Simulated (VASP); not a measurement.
# MgO (Fm-3m) in VASP: notebook, part 2 of 2

VASP 6.6.1.

## (3) Vibrations by perturbation theory, PBE

INCAR reads:

```
SYSTEM = MgO
PREC = Accurate ; ENCUT = 520
EDIFF = 1E-8 ; ISMEAR = 0
SIGMA = 0.01 ; LREAL = .False.
LASPH = .True. ; NELM = 80
ALGO = Normal ; ISIF = 2
LWAVE = .False. ; LCHARG = .False.
GGA = PE ; NBANDS = 11
IBRION = 8 ; NSW = 1
LEPSILON = .True.
```

KPOINTS reads:

```
Automatic mesh
0
Gamma
  12 12 12
  0 0 0
```

POSCAR reads:

```
MgO
1.0
    0.0000000000      2.1269016781      2.1269016781
    2.1269016781      0.0000000000      2.1269016781
    2.1269016781      2.1269016781      0.0000000000
Mg O
1 1
Direct
    0.5000000000      0.5000000000      0.5000000000
    0.0000000000      0.0000000000      0.0000000000
```

Potentials or basis: VASP PAW PBE potentials, release 64 (Mg, O).

On the command line:

```sh
cat potpaw_PBE.64/Mg/POTCAR potpaw_PBE.64/O/POTCAR > POTCAR
mpirun -np 1 vasp_std > vasp.out
```

OUTCAR:

```text
SYSTEM = MgO
   PREC = Accurate
   ENCUT = 520
   EDIFF = 1E-8
   ISMEAR = 0
   LREAL = .False.
   LASPH = .True.
   NELM = 80
   ISIF = 2
   GGA = PE
   IBRION = 8
   NSW = 1
   LEPSILON = .True.

 ion  position               nearest neighbor table
   1  0.500  0.500  0.500-   2 2.13   2 2.13   2 2.13   2 2.13   2 2.13   2 2.13
   2  0.000  0.000  0.000-   1 2.13   1 2.13   1 2.13   1 2.13   1 2.13   1 2.13

[... 667 lines left out ...]
      0.000000  0.000000  0.000000     0.777144   -0.000000   -0.000000
[... 21 lines left out ...]
   6 f/i=    0.010433 THz     0.065553 2PiTHz    0.348011 cm-1     0.043148 meV
             X         Y         Z           dx          dy          dz
      2.126902  2.126902  2.126902     0.148507   -0.743994    0.168439
      0.000000  0.000000  0.000000     0.120259   -0.602479    0.136400

--------------------------------------------------------------------------------------------------------

 MACROSCOPIC STATIC DIELECTRIC TENSOR IONIC CONTRIBUTION
 ------------------------------------------------------
           7.692431    -0.000000     0.000000
          -0.000000     7.692431     0.000000
           0.000000     0.000000     7.692431
 ------------------------------------------------------

 ELASTIC MODULI CONTR FROM IONIC RELAXATION (kBar)
 Direction    XX          YY          ZZ          XY          YZ          ZX
 --------------------------------------------------------------------------------
 XX           0.0000      0.0000      0.0000      0.0000      0.0000      0.0000
 YY           0.0000      0.0000      0.0000      0.0000      0.0000      0.0000
 ZZ           0.0000      0.0000      0.0000      0.0000      0.0000      0.0000
 XY           0.0000      0.0000      0.0000      0.0000      0.0000      0.0000
 YZ           0.0000      0.0000      0.0000      0.0000      0.0000      0.0000
 ZX           0.0000      0.0000      0.0000      0.0000      0.0000      0.0000
 --------------------------------------------------------------------------------

 PIEZOELECTRIC TENSOR IONIC CONTR  for field in x, y, z        (C/m^2)
          XX          YY          ZZ          XY          YZ          ZX
  --------------------------------------------------------------------------------
  x     0.00000     0.00000     0.00000     0.00000     0.00000     0.00000
  y     0.00000     0.00000     0.00000     0.00000     0.00000     0.00000
  z     0.00000     0.00000     0.00000     0.00000     0.00000     0.00000
```

OSZICAR:

```text
N       E                     dE             d eps       ncg     rms          rms(c)
DAV:   1     0.123255008501E+02    0.12326E+02   -0.39011E+03  1592   0.650E+02
DAV:   2    -0.128914584504E+02   -0.25217E+02   -0.24437E+02  1859   0.124E+02
[... 136 lines left out ...]
RMM:   6    -0.360127216047E+00    0.56734E-05   -0.75161E-08  6275   0.202E-03    0.972E-04
RMM:   7    -0.360116995433E+00    0.10221E-04   -0.17988E-08  6036   0.117E-03    0.103E-04
RMM:   8    -0.360116788219E+00    0.20721E-06   -0.92523E-10  6180   0.793E-05    0.338E-05
RMM:   9    -0.360116914947E+00   -0.12673E-06   -0.92099E-10  6279   0.730E-05    0.379E-06
RMM:  10    -0.360116884310E+00    0.30638E-07   -0.89859E-10  5777   0.201E-05    0.142E-06
RMM:  11    -0.360116888833E+00   -0.45235E-08   -0.90162E-10  5369   0.182E-05    0.128E-07
 Linear response finished
```

stdout:

```text
POSCAR found type information on POSCAR MgO
 POSCAR found :  2 types and       2 ions
 scaLAPACK will be used
 LDA part: xc-table for (Slater+PW92), standard interpolation
 POSCAR, INCAR and KPOINTS ok, starting setup
 FFT: planning ... GRIDC
 FFT: planning ... GRID_SOFT
 FFT: planning ... GRID
 WAVECAR not read
 entering main loop
[... 23 lines left out ...]
  Direction:   3
 dielectric tensor                  component  3 :     0.041     0.239     3.170
 Linear response DOF=           2
 Linear response progress:
 first order change of Fermi-energy   0.25837E-04
 force on displaced ion       1 direction 1 :  -4.790   0.000   0.000
 Born effective charge ion    1 direction 1 :   1.981   0.000   0.000
 Linear response progress:
 first order change of Fermi-energy   0.11390E-02
 force on displaced ion       2 direction 1 :  -4.809   0.000   0.000
 Born effective charge ion    2 direction 1 :  -1.982   0.000   0.000
 Born effective charges drift removed
 Linear response finished
```

It took 5.8 min on 1 thread of Intel Xeon Platinum 8259CL at 2.50GHz (Skylake/Cascade Lake), shared host; peak memory 0.22 GiB.

What came out:

* Electronic dielectric tensor (diagonal): 3.17
* Born charges (mean of the diagonal): Mg +1.98; O -1.98 e
* Highest phonon frequency at Γ, LO-TO splitting left out: 368 cm⁻¹

Phonon frequencies in cm⁻¹ (negative: imaginary):
| q point | frequencies |
| --- | --- |
| (0.000, 0.000, 0.000) | 0 0 0 368 368 368 |

Electronic dielectric tensor:
```
3.17 0.00 0.00
0.00 3.17 0.00
0.00 0.00 3.17
```

Born effective charge tensors (e):
atom 1, Mg
```
1.98 0.00 0.00
0.00 1.98 0.00
0.00 0.00 1.98
```
atom 2, O
```
-1.98  0.00  0.00
 0.00 -1.98  0.00
 0.00  0.00 -1.98
```

## (4) Elastic constants, PBE

INCAR reads:

```
SYSTEM = MgO
  ALGO = Normal
  EDIFF = 1E-8
  ENCUT = 600
  GGA = PE
  IBRION = 6
  ISIF = 3
  ISMEAR = 0
  LASPH = .TRUE.
  LCHARG = .FALSE.
  LREAL = .FALSE.
  LWAVE = .FALSE.
  NBANDS = 11
  NELM = 80
  NFREE = 2
  NSW = 1
  POTIM = 0.015
  PREC = Accurate
  SIGMA = 0.01
```

KPOINTS reads:

```
k-points
0
G
  12 12 12
  0 0 0
```

POSCAR is that of step 3.

Potentials or basis: VASP PAW PBE potentials, release 64 (Mg, O).

On the command line:

```sh
cat potpaw_PBE.64/Mg/POTCAR potpaw_PBE.64/O/POTCAR > POTCAR
mpirun -np 1 vasp_std > vasp.out
```

OUTCAR:

```text
SYSTEM = MgO
   EDIFF = 1E-8
   ENCUT = 600
   GGA = PE
   IBRION = 6
   ISIF = 3
   ISMEAR = 0
   LASPH = .TRUE.
   LREAL = .FALSE.
   NELM = 80
   NFREE = 2
   NSW = 1
   POTIM = 0.015
   PREC = Accurate

 ion  position               nearest neighbor table
[... 786 lines left out ...]
   1 f  =   11.021254 THz    69.248578 2PiTHz  367.629447 cm-1    45.580222 meV
             X         Y         Z           dx          dy          dz
      2.126902  2.126902  2.126902     0.000000    0.629989    0.000000
      0.000000  0.000000  0.000000     0.000000   -0.776604    0.000000
[... 21 lines left out ...]
   6 f/i=    0.000975 THz     0.006129 2PiTHz    0.032539 cm-1     0.004034 meV
             X         Y         Z           dx          dy          dz
      2.126902  2.126902  2.126902     0.000000    0.000000    0.776604
      0.000000  0.000000  0.000000     0.000000    0.000000    0.629989

--------------------------------------------------------------------------------------------------------

 ELASTIC MODULI CONTR FROM IONIC RELAXATION (kBar)
 Direction    XX          YY          ZZ          XY          YZ          ZX
 --------------------------------------------------------------------------------
 XX           0.0000      0.0000      0.0000      0.0000      0.0000      0.0000
 YY           0.0000      0.0000      0.0000      0.0000      0.0000      0.0000
 ZZ           0.0000      0.0000      0.0000      0.0000      0.0000      0.0000
 XY           0.0000      0.0000      0.0000      0.0000      0.0000      0.0000
 YZ           0.0000      0.0000      0.0000      0.0000      0.0000      0.0000
 ZX           0.0000      0.0000      0.0000      0.0000      0.0000      0.0000
 --------------------------------------------------------------------------------

 TOTAL ELASTIC MODULI (kBar)
 Direction    XX          YY          ZZ          XY          YZ          ZX
 --------------------------------------------------------------------------------
 XX        2674.2670    895.7096    895.7096     -0.0000      0.0000      0.0000
 YY         895.7096   2674.2670    895.7096      0.0000      0.0000      0.0000
 ZZ         895.7096    895.7096   2674.2670     -0.0000     -0.0000     -0.0000
 XY          -0.0000      0.0000     -0.0000   1421.8986      0.0000      0.0000
 YZ           0.0000      0.0000     -0.0000      0.0000   1421.8986      0.0000
 ZX           0.0000      0.0000     -0.0000      0.0000      0.0000   1421.8986
 --------------------------------------------------------------------------------
```

OSZICAR:

```text
N       E                     dE             d eps       ncg     rms          rms(c)
DAV:   1     0.149119919756E+02    0.14912E+02   -0.41508E+03  1592   0.720E+02
DAV:   2    -0.128629806943E+02   -0.27775E+02   -0.26863E+02  1879   0.133E+02
[... 180 lines left out ...]
DAV:   3    -0.119142972858E+02    0.51913E-03   -0.14097E-03  4132   0.316E-01    0.310E-02
DAV:   4    -0.119143117992E+02   -0.14513E-04   -0.16983E-04  3931   0.103E-01    0.229E-02
DAV:   5    -0.119143105032E+02    0.12960E-05   -0.51316E-06  4048   0.198E-02    0.120E-02
DAV:   6    -0.119143104995E+02    0.37646E-08   -0.34496E-06  4048   0.171E-02    0.121E-03
DAV:   7    -0.119143105355E+02   -0.36055E-07   -0.20545E-07  4027   0.401E-03    0.100E-03
DAV:   8    -0.119143105339E+02    0.16558E-08   -0.11462E-08  2461   0.858E-04
  17 F= -.11914311E+02 E0= -.11914311E+02  d E =-.500410E-56
```

stdout:

```text
POSCAR found type information on POSCAR MgO
 POSCAR found :  2 types and       2 ions
 scaLAPACK will be used
 LDA part: xc-table for (Slater+PW92), standard interpolation
 POSCAR, INCAR and KPOINTS ok, starting setup
 FFT: planning ... GRIDC
 FFT: planning ... GRID_SOFT
 FFT: planning ... GRID
 WAVECAR not read
 entering main loop
 Found     2 degrees of freedom:
 Adding 6 more for cell shape distortion
 Finite differences POTIM= 0.01500 DOF=   8
 bond charge predicted
 Finite differences progress:
 bond charge predicted
 Finite differences progress:
 bond charge predicted
 Finite differences progress:
 bond charge predicted
 Finite differences progress:
 bond charge predicted
 Finite differences progress:
 bond charge predicted
 Finite differences progress:
 bond charge predicted
 Finite differences progress:
 bond charge predicted
 Finite differences progress:
 bond charge predicted
 Finite differences progress:
 bond charge predicted
 Finite differences progress:
 bond charge predicted
 Finite differences progress:
 bond charge predicted
 Finite differences progress:
 bond charge predicted
 Finite differences progress:
 bond charge predicted
 Finite differences progress:
 bond charge predicted
 Finite differences progress:
 bond charge predicted
 Finite differences progress:
```

It took 12 min on 1 thread of Intel Xeon Platinum 8259CL at 2.50GHz (Skylake/Cascade Lake), shared host; peak memory 0.34 GiB.

Results:

```
Elastic constants C11, C12, C44                         : 267, 90, 142 GPa
Voigt bulk modulus                                      : 149 GPa
Highest phonon frequency at Γ, LO-TO splitting left out : 368 cm⁻¹
```

Phonon frequencies in cm⁻¹ (negative: imaginary):
| q point | frequencies |
| --- | --- |
| (0.000, 0.000, 0.000) | 0 0 0 368 368 368 |

Elastic tensor in Voigt notation (GPa, in the Cartesian axes of the cell as first typed):
```
267  90  90   0   0   0
 90 267  90   0   0   0
 90  90 267   0   0   0
  0   0   0 142   0   0
  0   0   0   0 142   0
  0   0   0   0   0 142
```

Clamped-ion elastic tensor (GPa):
```
267  90  90   0   0   0
 90 267  90   0   0   0
 90  90 267   0   0   0
  0   0   0 142   0   0
  0   0   0   0 142   0
  0   0   0   0   0 142
```
